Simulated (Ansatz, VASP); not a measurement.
# Two plane-wave programs on ZrB2

```
CELL_PARAMETERS angstrom
3.10529 0.00000 0.00000
-1.55264 2.68926 0.00000
0.00000 0.00000 3.46088
ATOMIC_POSITIONS crystal
Zr 0.00000 0.00000 0.00000
B 0.66667 0.33333 0.50000
B 0.33333 0.66667 0.50000
```

Alike in both runs: task single point; functional r2SCAN; dispersion rVV10; k mesh 10 × 10 × 8; occupations fermi-dirac, width 0.05 eV; no spin polarisation.

|  | VASP | Ansatz |
| --- | --- | --- |
| version | VASP 6.6.1 | Ansatz 0.2.0 |
| potentials or method | VASP PAW PBE potentials, release 64 (Zr_sv, B) | Ansatz PAW |
| plane-wave cutoff (eV) | 520 | 500 |
| valence electrons in the cell | 18 | 18 |

VASP gave:

| Item | Value |
| --- | --- |
| gap on the k mesh at the Fermi level (eV) | none |
| pressure (GPa) | 17.3 |
| traceless stress, the component that is largest in VASP (GPa) | 0.76 |

Task: Estimate Ansatz's values.

Result: gap on the k mesh at the Fermi level (eV): none; pressure (GPa): 17.0; traceless stress, the component that is largest in VASP (GPa): 0.76.

VASP's potentials were made for PBE, not for r2SCAN. A gap of «none» marks a metal or a gap that the smearing closes.
